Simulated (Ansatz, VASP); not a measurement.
**F: VASP beside Ansatz**

```
F
1.0
     3.10048   -1.78195   -0.23914
     3.10048    1.78195   -0.23914
    -2.33133    0.00000    7.13624
F
4
Cartesian
  0.3070 0.0000 0.6303
  3.5627 0.0000 6.0277
  1.7261 0.0000 3.9970
  2.1436 0.0000 2.6609
```

Alike in both runs: functional PBEsol; k mesh 8 × 8 × 4; occupations gaussian, width 0.02 eV; no spin polarisation.

Ansatz relaxed the structure, and its values are those at the end. VASP's run is a single point on that final structure, the one shown.

|  | VASP | Ansatz |
| --- | --- | --- |
| version | VASP 6.6.1 | Ansatz 0.2.0 |
| potentials or method | VASP PAW PBE potentials, release 64 (F), cutoff 520 eV | scalar-relativistic, plane waves, PAW |
| valence electrons in the cell | 28 | 28 |

|  | VASP | Ansatz | Ansatz less VASP |
| --- | --- | --- | --- |
| gap on the k mesh at the Fermi level (eV) | 3.01 | 3.09 | +0.080 |
| least direct gap on the mesh (eV) | 3.10 | 3.18 | +0.080 |
| pressure (GPa) | 0.3 | 0.0 | -0.36 |
| rms of the force components (eV/Å) | 0.249 | 0.002 | -0.2470 |

VASP's potentials were made for PBE, not for PBEsol.
